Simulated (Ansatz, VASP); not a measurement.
**PbS: VASP beside Ansatz**

```
CELL_PARAMETERS angstrom
0.00000 2.96575 2.96575
2.96575 0.00000 2.96575
2.96575 2.96575 0.00000
ATOMIC_POSITIONS crystal
Pb 0.00000 0.00000 0.00000
S 0.50000 0.50000 0.50000
```

Alike in both runs: task single point; functional PBE; k mesh 6 × 6 × 6; no spin polarisation.

|  | VASP | Ansatz |
| --- | --- | --- |
| version | VASP 6.6.1 | Ansatz 0.2.0 |
| potentials or method | VASP PAW PBE potentials, release 64 (Pb_d, S), cutoff 500 eV | plane waves, PAW |
| occupations | methfessel-paxton of order 1, width 0.02 eV | cold, width 0.02 eV |
| valence electrons in the cell | 20 | 20 |

```csv
,VASP,Ansatz,Ansatz less VASP
gap on the k mesh at the Fermi level (eV),0.37,0.36,-0.007
```

Neither program's run includes spin-orbit coupling.
